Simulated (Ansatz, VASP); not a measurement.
Sc2Ge in VASP and in Ansatz

```xyz
6
Lattice="-3.7326 3.0451 3.7217 3.7326 -3.0451 3.7217 3.7326 3.0451 -3.7217" Properties=species:S:1:pos:R:3 pbc="T T T"
Sc    1.8663    3.0451    1.8608
Sc    1.8663    3.0451   -1.8608
Sc    1.8663    0.0000    1.8608
Sc   -1.8663    3.0451    1.8608
Ge    0.0000    0.0000    3.7217
Ge    3.7326    0.0000    0.0000
```

Alike in both runs: functional PBE; k mesh 4 × 4 × 4; occupations gaussian, width 0.1 eV; no spin polarisation.

Ansatz relaxed the structure, and its values are those at the end. VASP's run is a single point on that final structure, the one shown.

|  | VASP | Ansatz |
| --- | --- | --- |
| version | VASP 6.6.1 | Ansatz 0.2.0 |
| potentials or method | VASP PAW PBE potentials, release 64 (Sc_sv, Ge_d), cutoff 520 eV | scalar-relativistic, plane waves, PAW |
| valence electrons in the cell | 72 | 72 |

```tsv
	VASP	Ansatz	Ansatz less VASP
gap on the k mesh at the Fermi level (eV)	none	none	-
pressure (GPa)	0.2	0.2	-0.06
```

A gap of «none» marks a metal or a gap that the smearing closes.
